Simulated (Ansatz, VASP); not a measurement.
# Two plane-wave programs on TaH3Br

```
Ta H Br
1.0
     3.80009    0.00000    0.00000
     0.00000    3.80009    0.00000
     0.00000    0.00000    3.80009
Ta H Br
1 3 1
Direct
  0.50000 0.50000 0.50000
  0.50000 0.50000 0.00000
  0.00000 0.50000 0.50000
  0.50000 0.00000 0.50000
  0.00000 0.00000 0.00000
```

Alike in both runs: task single point; functional PBE; k mesh 10 × 10 × 10; occupations gaussian, width 0.1 eV; no spin polarisation.

```csv
,VASP,Ansatz
version,VASP 6.6.1,Ansatz 0.2.0
potentials or method,"VASP PAW PBE potentials, release 64 (Ta_pv, H, Br), cutoff 520 eV","scalar-relativistic, plane waves, PAW"
valence electrons in the cell,21,23
```

```tsv
	VASP	Ansatz	Ansatz less VASP
gap on the k mesh at the Fermi level (eV)	none	none	-
pressure (GPa)	0.0	0.0	+0.02
```

A gap of «none» marks a metal or a gap that the smearing closes. With one functional, cell and mesh, what is left measures potentials, basis and numerics. VASP's potentials hold 21 valence electrons a cell and Ansatz's 23, so a difference there can come from the potentials and not from the codes.

Neither program's run includes spin-orbit coupling.
